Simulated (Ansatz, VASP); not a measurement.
# Li2Se in VASP and in Ansatz

```
Li Se
1.0
     0.00000    3.01260    3.01260
     3.01260    0.00000    3.01260
     3.01260    3.01260    0.00000
Li Se
2 1
Direct
  0.25000 0.25000 0.25000
  0.75000 0.75000 0.75000
  0.00000 0.00000 0.00000
```

Alike in both runs: functional r2SCAN; k mesh 8 × 8 × 8; occupations fermi-dirac, width 0.02 eV; no spin polarisation.

Ansatz relaxed the structure, and its values are those at the end. VASP's run is a single point on that final structure, the one shown.

```csv
,VASP,Ansatz
version,VASP 6.6.1,Ansatz 0.2.0
potentials or method,"VASP PAW PBE potentials, release 64 (Li_sv, Se), cutoff 830 eV",PAW plane waves
valence electrons in the cell,12,22
```

|  | VASP | Ansatz | Ansatz less VASP |
| --- | --- | --- | --- |
| gap on the k mesh at the Fermi level (eV) | 3.47 | 3.49 | +0.021 |
| pressure (GPa) | -0.8 | -0.7 | +0.13 |

VASP's potentials were made for PBE, not for r2SCAN. VASP's potentials hold 12 valence electrons a cell and Ansatz's 22, so a difference there can come from the potentials and not from the codes. Ansatz's warnings: stress scf threshold loose.
